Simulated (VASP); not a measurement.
# BaH6Rh (Fm-3m) in VASP: relaxation of cell and atoms with PBE

Aim: the relaxation of cell and atoms of BaH6Rh with PBE.

Program: VASP 6.6.1. These are calculated values, not measurements. Logs are shortened: lines on timing, memory, paths and dates and some standing lists are left out, and cuts for length are marked.

## (1) The cell of the first run

The structure is cubic, space group Fm-3m (No. 225). Conventional cell: a = 8.308 Å, b = 8.308 Å, c = 8.308 Å, α = 90.00°, β = 90.00°, γ = 90.00°. Ba (site symmetry m-3m) has 6 H at 2.08 Å within 2.8 Å. Within 2.8 Å of H (site symmetry 4mm) lie 1 Ba at 2.08 Å and 1 Rh at 2.08 Å. Rh (site symmetry m-3m) has 6 H at 2.08 Å within 2.8 Å.

## (2) Relaxation of cell and atoms, PBE

INCAR

```
SYSTEM = BaH6Rh
PREC     = Accurate       ! precision mode
ENCUT    = 620            ! plane-wave cutoff, eV
EDIFF    = 1E-7           ! SCF threshold, eV
ISMEAR   = 0              ! smearing method
SIGMA    = 0.1            ! smearing width, eV
LREAL    = .FALSE.        ! projectors in reciprocal space
LASPH    = .TRUE.         ! aspherical terms in the spheres
NELM     = 120            ! most SCF steps
ALGO     = Normal         ! electronic algorithm
ISIF     = 3              ! what is computed and relaxed
LWAVE    = .FALSE.        ! write WAVECAR
LCHARG   = .FALSE.        ! write CHGCAR
GGA      = PE             ! functional
IBRION   = 2              ! ionic algorithm
NSW      = 90             ! ionic steps
EDIFFG   = -0.04          ! ionic threshold
GGA_COMPAT= .FALSE.      
NELMIN   = 4
```

KPOINTS

```
Automatic mesh
0
G
  4 4 4
  0 0 0
```

POSCAR

```
BaH6Rh
1.0
    0.0000000000      4.1540092700      4.1540092700
    4.1540092700      0.0000000000      4.1540092700
    4.1540092700      4.1540092700      0.0000000000
Ba H Rh
1 6 1
Direct
    0.5000000000      0.5000000000      0.5000000000
    0.7500000000      0.2500000000      0.2500000000
    0.2500000000      0.7500000000      0.7500000000
    0.2500000000      0.7500000000      0.2500000000
    0.7500000000      0.2500000000      0.7500000000
    0.2500000000      0.2500000000      0.7500000000
    0.7500000000      0.7500000000      0.2500000000
    0.0000000000      0.0000000000      0.0000000000
```

Potentials or basis: VASP PAW PBE potentials, release 64 (Ba_sv, H, Rh_sv_GW).

The run is started by

```bash
> cat potpaw_PBE.64/Ba_sv/POTCAR potpaw_PBE.64/H/POTCAR potpaw_PBE.64/Rh_sv_GW/POTCAR > POTCAR
> mpirun -np 1 vasp_std > vasp.out
```

OUTCAR:

```text
SYSTEM = BaH6Rh
   PREC = Accurate
   ENCUT = 620
   EDIFF = 1E-7
   ISMEAR = 0
   LREAL = .FALSE.
   LASPH = .TRUE.
   NELM = 120
   ISIF = 3
   GGA = PE
   IBRION = 2
   NSW = 90
   EDIFFG = -0.04
   NELMIN = 4

 ion  position               nearest neighbor table
   1  0.500  0.500  0.500-   2 2.08   3 2.08   4 2.08   5 2.08   6 2.08   7 2.08
   2  0.750  0.250  0.250-   1 2.08
   3  0.250  0.750  0.750-   1 2.08
   4  0.250  0.750  0.250-   1 2.08
   5  0.750  0.250  0.750-   1 2.08
   6  0.250  0.250  0.750-   1 2.08
   7  0.750  0.750  0.250-   1 2.08
   8  0.000  0.000  0.000-

  LATTYP: Found a face centered cubic cell.
 ALAT       =     8.3080185400

  Lattice vectors:

 A1 = (   0.0000000000,   4.1540092700,   4.1540092700)
 A2 = (   4.1540092700,   0.0000000000,   4.1540092700)
 A3 = (   4.1540092700,   4.1540092700,   0.0000000000)

Analysis of symmetry for initial positions (statically):
=====================================================================
 Subroutine PRICEL returns:
 Original cell was already a primitive cell.

 Routine SETGRP: Setting up the symmetry group for a
 face centered cubic supercell.

 Subroutine GETGRP returns: Found 48 space group operations
 (whereof 48 operations were pure point group operations)
 out of a pool of 48 trial point group operations.

The static configuration has the point symmetry O_h .

Analysis of symmetry for dynamics (positions and initial velocities):
=====================================================================
 Subroutine PRICEL returns:
 Original cell was already a primitive cell.

 Routine SETGRP: Setting up the symmetry group for a
 face centered cubic supercell.

 Subroutine GETGRP returns: Found 48 space group operations
 (whereof 48 operations were pure point group operations)
 out of a pool of 48 trial point group operations.

The dynamic configuration has the point symmetry O_h .

 Subroutine INISYM returns: Found 48 space group operations
 (whereof 48 operations are pure point group operations),
 and found     1 'primitive' translations

----------------------------------------------------------------------------------------

                                     Primitive cell

  volume of cell :     143.3614

  direct lattice vectors                    reciprocal lattice vectors
[... 83 lines left out ...]
   LREAL  =      F    real-space projection
   EDIFFG = -.4E-01   stopping-criterion for IOM
   NSW    =     90    number of steps for IOM
   IBRION =      2    ionic relax: 0-MD 1-quasi-New 2-CG
   NFREE  =      1    steps in history (QN), initial steepest desc. (CG)
   ISIF   =      3    stress and relaxation
   ISYM   =      2    0-nonsym 1-usesym 2-fastsym
   POTIM  = 0.5000    time-step for ionic-motion
   TEBEG  =    0.0;   TEEND  =   0.0 temperature during run
   PSTRESS=    0.0 pullay stress
   NELECT =      33.0000    total number of electrons
   NUPDOWN=      -1.0000    fix difference up-down
   EMIN   =  10.00;   EMAX   =-10.00  energy-range for DOS
   EFERMI =   0.00;   METHOD = LEGACY
   ISMEAR =     0;   SIGMA  =   0.10  broadening in eV -4-tet -1-fermi 0-gaus
   EFERMI_NEDOS =   21; number of points for ismear=-14 and -15
   IALGO  =     38    algorithm
   IMIX   =      4    mixing-type and parameters
     AMIX     =   0.40;   BMIX     =  1.00
     AMIX_MAG =   1.60;   BMIX_MAG =  1.00
  volume/ion in A,a.u.               =      17.92       120.93
  Fermi-wavevector in a.u.,A,eV,Ry     =   1.003310  1.895982 13.696059  1.006632
  Thomas-Fermi vector in A             =   2.135854
   LORBIT       =      0    0 simple, 1 ext, 2 COOP (PROOUT), +10 PAW based schemes
   GGA     = PE    functional components
   LHFCALC =     F    Hartree Fock is set to
   AEXX    =    0.0000 exact exchange contribution
   IVDW    =     0    specifies the selected vdW correction
   LEPSILON=     F    determine dielectric tensor
   LRPA    =     F    only Hartree local field effects (RPA)
 conjugate gradient relaxation of ions
 non-spin polarized calculation
 Gauss-broadening in eV      SIGMA  =   0.10
  energy-cutoff  :      620.00
  volume of cell :      143.36
 maximum number of plane-waves:      5044
   NGX = 23   NGY = 23   NGZ = 23

--------------------------------------- Ionic step        1  -------------------------------------------

 number of electron      33.0000008 magnetization

 Free energy of the ion-electron system (eV)
  ---------------------------------------------------
  ext. energy  EPLUGINS =         0.00000000
  ---------------------------------------------------
  free energy    TOTEN  =       -22.51406342 eV

  energy without entropy =      -22.47004167  energy(sigma->0) =      -22.49205255

------------------------ aborting loop because EDIFF is reached ----------------------------------------

  FORCE on cell =-STRESS in cart. coord.  units (eV):
  Direction    XX          YY          ZZ          XY          YZ          ZX
  --------------------------------------------------------------------------------------
  -------------------------------------------------------------------------------------
  Total       -2.5720563     -2.5720563     -2.5720563      0.0000000     -0.0000000     -0.0000000
  in kB      -28.7447593    -28.7447593    -28.7447593      0.0000000     -0.0000000     -0.0000000
  external PRESSURE =     -28.7447593 kB  Pullay stress =       0.0000000 kB
[... 107 lines left out ...]
  FREE ENERGIE OF THE ION-ELECTRON SYSTEM (eV)
  ---------------------------------------------------
  free  energy   TOTEN  =       -27.2037851977 eV

  energy  without entropy=      -27.1533259600  energy(sigma->0) =      -27.17855558

[... ionic steps 4 to 7 ...]

--------------------------------------- Ionic step        8  -------------------------------------------

 number of electron      33.0000005 magnetization

------------------------ aborting loop because EDIFF is reached ----------------------------------------
[... 79 lines left out ...]
--------------------------------------- Ionic step       10  -------------------------------------------

 number of electron      33.0000007 magnetization

 Free energy of the ion-electron system (eV)
  ---------------------------------------------------
  ext. energy  EPLUGINS =         0.00000000
  ---------------------------------------------------
  free energy    TOTEN  =       -28.03327363 eV

  energy without entropy =      -27.95469276  energy(sigma->0) =      -27.99398319

 E-fermi :  -2.0743     XC(G=0):  -6.9310

 val. band max:       -2.0836627981   @ k =  -0.2500   0.2500   0.0000
 cond. band min:      -2.0355994472   @ k =   0.2500   0.2500   0.0000
 fundamental gap:      0.0480633509
 Fermi energy:        -2.0743110040

 k-point     1 :       0.0000    0.0000    0.0000
  band No.  band energies     occupation
      1     -78.9141      2.00000
      2     -46.7845      2.00000
      3     -46.7845      2.00000
      4     -46.7845      2.00000
      5     -28.2548      2.00000
      6     -13.4666      2.00000
[... 216 lines left out ...]
  FREE ENERGIE OF THE ION-ELECTRON SYSTEM (eV)
  ---------------------------------------------------
  free  energy   TOTEN  =       -28.0332736253 eV

  energy  without entropy=      -27.9546927588  energy(sigma->0) =      -27.99398319

 reached required accuracy - stopping structural energy minimisation
```

OSZICAR:

```text
N       E                     dE             d eps       ncg     rms          rms(c)
DAV:   1     0.298202487452E+03    0.29820E+03   -0.16474E+04   360   0.158E+03
DAV:   2    -0.133861149270E+01   -0.29954E+03   -0.29240E+03   534   0.618E+02
DAV:   3    -0.304487346767E+02   -0.29110E+02   -0.28280E+02   456   0.138E+02
[... 177 lines left out ...]
DAV:   8    -0.280332809784E+02    0.14266E-04   -0.81531E-06   473   0.148E-02    0.726E-02
DAV:   9    -0.280332770806E+02    0.38978E-05   -0.21491E-06   415   0.895E-03    0.281E-02
DAV:  10    -0.280332737783E+02    0.33023E-05   -0.50956E-06   435   0.134E-02    0.172E-02
DAV:  11    -0.280332736706E+02    0.10764E-06   -0.11769E-07   257   0.476E-03    0.323E-03
DAV:  12    -0.280332736253E+02    0.45287E-07   -0.21204E-08   198   0.228E-03
  10 F= -.28033274E+02 E0= -.27993983E+02  d E =-.969565E-02
```

Run time: 8.8 min. Hardware: 1 thread of Intel Xeon Platinum 8259CL at 2.50GHz (Skylake/Cascade Lake), shared host; peak memory 0.38 GiB.

What came out:

| Property | Result |
| --- | --- |
| Free energy | -28.0333 eV |
| Relaxed volume | 17.76 Å³/atom |
| Relaxed cell | a = 5.857 Å, b = 5.857 Å, c = 5.857 Å, α = 60.00°, β = 60.00°, γ = 60.00° |
| Space group after relaxing (to 0.1 Å) | Fm-3m (No. 225) |
| Energy gained by relaxing | 689.9 meV/atom |
| Ionic steps | 10 |
| Pressure after relaxing | 0.0 GPa |
| Band gap on the k mesh | zero (an odd number of electrons rules out a gap without spin polarisation) |

The path:
| step | energy change (eV) | largest force (eV/Å) | pressure (GPa) | volume (Å³) |
| --- | --- | --- | --- | --- |
| 1 | 0.0000 | 3.5334 | -2.87 | 143.36 |
| 2 | -3.3468 | 2.6821 | -3.38 | 136.79 |
| 3 | -4.6897 | 2.2627 | 9.35 | 125.23 |
| 4 | -5.2557 | 0.9824 | 0.11 | 130.69 |
| 5 | -5.4071 | 0.2978 | 1.93 | 129.18 |
| 6 | -5.4145 | 0.0842 | 2.52 | 128.76 |
| 7 | -5.4852 | 0.1490 | 1.02 | 134.59 |
| 8 | -5.5095 | 0.2206 | -0.40 | 141.22 |
| 9 | -5.5186 | 0.0541 | 0.06 | 142.25 |
| 10 | -5.5192 | 0.0013 | -0.03 | 142.04 |

Final structure:
```cif
data_structure
_symmetry_space_group_name_H-M 'P 1'
_symmetry_Int_Tables_number 1
_cell_length_a 5.8566
_cell_length_b 5.8566
_cell_length_c 5.8566
_cell_angle_alpha 60.000
_cell_angle_beta 60.000
_cell_angle_gamma 60.000
_cell_volume 142.04
loop_
_atom_site_label
_atom_site_type_symbol
_atom_site_fract_x
_atom_site_fract_y
_atom_site_fract_z
_atom_site_occupancy
Ba1 Ba 0.50000 0.50000 0.50000 1
H1 H 0.80101 0.19899 0.19899 1
H2 H 0.19899 0.80101 0.80101 1
H3 H 0.19899 0.80101 0.19899 1
H4 H 0.80101 0.19899 0.80101 1
H5 H 0.19899 0.19899 0.80101 1
H6 H 0.80101 0.80101 0.19899 1
Rh1 Rh 0.00000 0.00000 0.00000 1
```

Caveat: spin-orbit coupling is left out, which moves the levels of the heavy elements; an odd number of electrons without spin polarisation forces a metal; a magnetic or distorted state may lie lower.

The gap in the log of VASP goes by the Fermi energy; the results here count the filled bands.